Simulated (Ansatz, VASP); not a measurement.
NaBe4 in VASP and in Ansatz

```xyz
5
Lattice="3.8588 0.0000 0.0000 0.0000 3.8588 0.0000 0.0000 0.0000 4.2426" Properties=species:S:1:pos:R:3 pbc="T T T"
Na    1.9294    1.9294    2.1213
Be    1.9294    0.0000    0.0000
Be    0.0000    0.0000    0.9947
Be    0.0000    1.9294    0.0000
Be    0.0000    0.0000    3.2480
```

Change from the starting cell: the structure that the rattled cell fell into.

Alike in both runs: functional PBE; k mesh 10 × 10 × 10; occupations gaussian, width 0.1 eV; no spin polarisation.

Ansatz relaxed the structure, and its values are those at the end. VASP's run is a single point on that final structure, the one shown.

|  | VASP | Ansatz |
| --- | --- | --- |
| version | VASP 6.6.1 | Ansatz 0.2.0 |
| potentials or method | VASP PAW PBE potentials, release 64 (Na_pv, Be), cutoff 520 eV | scalar-relativistic, plane waves, PAW |
| valence electrons in the cell | 15 | 17 |

```csv
,VASP,Ansatz,Ansatz less VASP
gap on the k mesh at the Fermi level (eV),none,none,-
pressure (GPa),0.1,0.0,-0.10
rms of the force components (eV/Å),0.005,0.002,-0.0032
```

A gap of «none» marks a metal or a gap that the smearing closes. VASP's potentials hold 15 valence electrons a cell and Ansatz's 17, so a difference there can come from the potentials and not from the codes.
